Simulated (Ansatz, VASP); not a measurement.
## K: VASP beside Ansatz

INCAR

```
PREC = Accurate ; ENCUT = 520
EDIFF = 1E-6 ; ISMEAR = 0
SIGMA = 0.15 ; LREAL = False
LASPH = True ; NELM = 60
ALGO = Fast ; ISIF = 2
LWAVE = False ; LCHARG = True
GGA = PE ; LELF = True
LVHAR = True ; NBANDS = 10
```

Contents of KPOINTS:

```
Automatic mesh
0
Gamma
  12 12 12
```

Contents of POSCAR:

```
K
1.0
    4.2409041129      0.0000000000      0.0000000000
    0.0000000000      4.2409041129      0.0000000000
    0.0000000000      0.0000000000      4.4529493186
K
1
Direct
    0.0000000000      0.0000000000      0.0000000000
```

Input for Ansatz:

```yaml
crystal:
  lattice:
    - [4.2409041129, 0.0, 0.0]
    - [0.0, 4.2409041129, 0.0]
    - [0.0, 0.0, 4.4529493186]
  atoms:
    - { symbol: K, position: [0.0, 0.0, 0.0] }
basis:
  ecutwfc: 420
kpoints:
  mp_grid: { grid: [12, 12, 12] }
hamiltonian:
  xc: pbe
scf:
  occupations: { method: gaussian, width: 0.15 }
output:
  forces: true
  stress: true
  eigenvalues: true
```

Alike in both runs: task single point; functional PBE; k mesh 12 × 12 × 12; occupations gaussian, width 0.15 eV; no spin polarisation.

|  | VASP | Ansatz |
| --- | --- | --- |
| version | VASP 6.6.1 | Ansatz 0.2.0 |
| potentials or method | VASP PAW PBE potentials, release 64 (K_sv), cutoff 520 eV | scalar-relativistic, plane waves, PAW |
| valence electrons in the cell | 9 | 9 |

|  | VASP | Ansatz | Ansatz less VASP |
| --- | --- | --- | --- |
| gap on the k mesh at the Fermi level (eV) | none | none | - |
| pressure (GPa) | 0.0 | 0.0 | +0.01 |
| traceless stress, the component that is largest in VASP (GPa) | -0.26 | -0.26 | +0.001 |

A gap of «none» marks a metal or a gap that the smearing closes. The functional is the same, so the differences come from potentials, cutoffs and numerics.
